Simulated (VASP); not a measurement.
BaS: single point with PBEsol

Crystal: BaS.

```
Ba S
1.0
     5.34207    0.00000    0.00000
     0.00000    5.34207    0.00000
     0.00000    0.00000    3.80883
Ba S
2 2
Direct
  0.50000 0.00000 0.42636
  0.00000 0.50000 0.57364
  0.00000 0.00000 0.00000
  0.50000 0.50000 0.00000
```

- Program: VASP 6.6.1
- Task: single point
- Functional: PBEsol
- Potentials or basis: VASP PAW PBE potentials, release 64 (Ba_sv, S)
- Cutoff: 520 eV
- k mesh: 6 × 6 × 8
- Occupations: gaussian, width 0.05 eV
- Spin: no spin polarisation
- Dipole correction: no
- k mesh for the DOS: 9 × 9 × 12
- Occupations for the DOS: tetrahedron
- Further INCAR settings: ALGO = Normal; EDIFF = 1e-07

```yaml
Valence_electrons_inside_the_program's_atomic_spheres: Ba 7.93; S 3.72
```

Levels at points of the mesh, in eV from the valence-band top:
| k point | band 12 | band 13 | band 14 | band 15 | band 16 | band 17 | band 18 | band 19 | band 20 |
| --- | --- | --- | --- | --- | --- | --- | --- | --- | --- |
| (0.00, 0.00, 0.00) | -1.29 | -0.38 | -0.03 | -0.02 | -0.02 | 1.48 | 1.66 | 2.52 | 3.61 |
| (0.00, 0.00, 0.50) | -2.83 | -2.78 | -2.78 | -0.73 | -0.73 | 2.68 | 5.85 | 6.59 | 6.59 |

Run time: 100 s on 1 thread of Intel(R) Xeon(R) Platinum 8559C (Emerald Rapids), with other jobs on the host, peak memory 0.34 GiB.

Caveat: spin-orbit coupling is left out, which moves the levels of the heavy elements.
